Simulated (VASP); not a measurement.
Mg, 3 atoms in the cell. It takes space group Fm-3m (No. 225, cubic). Conventional cell: a = 6.355 Å, b = 6.355 Å, c = 6.355 Å, α = 90.00°, β = 90.00°, γ = 90.00°. Within 3.6 Å of Mg (site symmetry -43m) lie 10 Mg at 2.75 to 3.18 Å. Mg (site symmetry m-3m) has 8 Mg at 2.75 Å within 3.6 Å. The cell was built from a structure type or drawn by symmetry, and may not be a known phase.

```yaml
Program: VASP 6.6.1
Task: relaxation of cell and atoms
Functional: PBE
Potentials_or_basis: VASP PAW PBE potentials, release 64 (Mg)
Cutoff: 600 eV
k_mesh: 6 × 6 × 6
Occupations: gaussian, width 0.1 eV
Spin: no spin polarisation
Dipole_correction: no
Further_INCAR_settings: ALGO = Normal; EDIFF = 1e-07; IBRION = 2; EDIFFG = -0.04; NSW = 90; ISIF = 3
```

Potentials or basis: VASP PAW PBE potentials, release 64 (Mg).

The run is started by

```console
$ cat potpaw_PBE.64/Mg/POTCAR > POTCAR
$ mpirun -np 1 vasp_std > vasp.out
```

Hardware: 1 thread of Intel Xeon 8259CL, with other jobs on the host.

Problem. How long does it take, and how much memory?

Solution. Wall time 48 s on 1 thread of Intel Xeon 8259CL (shared host), peak memory 0.2 GiB. Counts: scf iterations 31, k points 16, ion steps 4.
